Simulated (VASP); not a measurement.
Input of a VASP 6.6.1 run:

INCAR

```
SYSTEM = AlN
PREC     = Accurate       ! precision mode
ENCUT    = 520            ! plane-wave cutoff, eV
EDIFF    = 1E-8           ! SCF threshold, eV
ISMEAR   = -1             ! smearing method
SIGMA    = 0.02           ! smearing width, eV
LREAL    = .False.        ! projectors in reciprocal space
LASPH    = .True.         ! aspherical terms in the spheres
NELM     = 60             ! most SCF steps
ALGO     = Normal         ! electronic algorithm
ISIF     = 2              ! what is computed and relaxed
LWAVE    = .False.        ! write WAVECAR
LCHARG   = .False.        ! write CHGCAR
GGA      = CA             ! functional
LEFG     = .True.       
NBANDS   = 11             ! bands
```

KPOINTS

```
regular mesh
0
Gamma
  10 10 10
  0 0 0
```

The input POSCAR:

```
AlN
1.0
    0.0395600000      1.9977800000      1.9977800000
    1.9977800000      0.0395600000      1.9977800000
    1.9977800000      1.9977800000      0.0395600000
Al N
1 1
Direct
    0.0000000000      0.0000000000      0.0000000000
    0.5000000000      0.5000000000      0.5000000000
```

Potentials or basis: VASP PAW LDA potentials, release 64 (Al, N).

Command:

```sh
$ cat potpaw_LDA.64/Al/POTCAR potpaw_LDA.64/N/POTCAR > POTCAR
$ mpirun -np 1 vasp_std > vasp.out
```

(1) Estimate the band gap on the k mesh.

(2) Predict the pressure.

Results:

(1) 4.60 eV, indirect (least direct gap 6.54 eV).

(2) 13.4 GPa.

Caveat: the cell differs from its parent crystal (equal xy, yz and zx shear strains of +2 %); without QUAD_EFG the Cq values of the log hold for a quadrupole moment of 1 mb, not for the nuclei.
